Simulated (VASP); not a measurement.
Wanted: the native input for a VASP 6.6.1 run.

* Task: single point
* Functional: PBE
* Potentials or basis: VASP PAW PBE potentials, release 64 (Ti_sv, Co)
* Cutoff: 520 eV
* k mesh: 13 × 13 × 13
* Occupations: fermi-dirac, width 0.03 eV
* Spin: non-collinear spin, typed start
* Starting moments: [[0.0, 0.0, 0.0], [0.0, 0.0, 1.0]] μB
* Dipole correction: no
* Further INCAR settings: ALGO = Normal; EDIFF = 1e-06; NBANDS = 33

The structure of TiCo lies in POSCAR:

```
TiCo
1.0
    2.9861109900      0.0000000000      0.0000000000
    0.0000000000      2.9861109900      0.0000000000
    0.0000000000      0.0000000000      2.9861109900
Ti Co
1 1
Direct
    0.0000000000      0.0000000000      0.0000000000
    0.5000000000      0.5000000000      0.5000000000
```

One way to write it, as run:

INCAR

```
SYSTEM = TiCo
PREC     = Accurate       ! precision mode
ENCUT    = 520            ! plane-wave cutoff, eV
EDIFF    = 1E-6           ! SCF threshold, eV
ISMEAR   = -1             ! smearing method
SIGMA    = 0.03           ! smearing width, eV
LREAL    = .FALSE.        ! projectors in reciprocal space
LASPH    = .TRUE.         ! aspherical terms in the spheres
NELM     = 150            ! most SCF steps
ALGO     = Normal         ! electronic algorithm
ISIF     = 2              ! what is computed and relaxed
LWAVE    = .FALSE.        ! write WAVECAR
LCHARG   = .TRUE.         ! write CHGCAR
LNONCOLLINEAR= .TRUE.         ! non-collinear magnetism
MAGMOM   = 0 0 0 0 0 1    ! initial moments
LORBIT   = 11             ! projections on sites
LMAXMIX  = 4              ! l up to which the mixer works
GGA      = PE             ! functional
LVHAR    = .TRUE.       
NBANDS   = 33             ! bands
```

KPOINTS

```
regular mesh
0
G
  13 13 13
  0 0 0
```

Potentials or basis: VASP PAW PBE potentials, release 64 (Ti_sv, Co).

The run is started by

```sh
$ cat potpaw_PBE.64/Ti_sv/POTCAR potpaw_PBE.64/Co/POTCAR > POTCAR
$ mpirun -np 1 vasp_ncl > vasp.out
```

It gave:

```yaml
Pressure: -0.6 GPa
Band_gap_on_the_k_mesh: zero (band 21 reaches 10.41 eV, above the bottom of band 22 at 8.54 eV)
Net_moment: 0.88 μB per cell
Valence_electrons_inside_the_program's_atomic_spheres: Ti 10.29; Co 8.29
```

Run time: 6.8 min on 1 thread of Intel(R) Xeon(R) 6975P-C (Granite Rapids), on a shared host, peak memory 0.5 GiB.
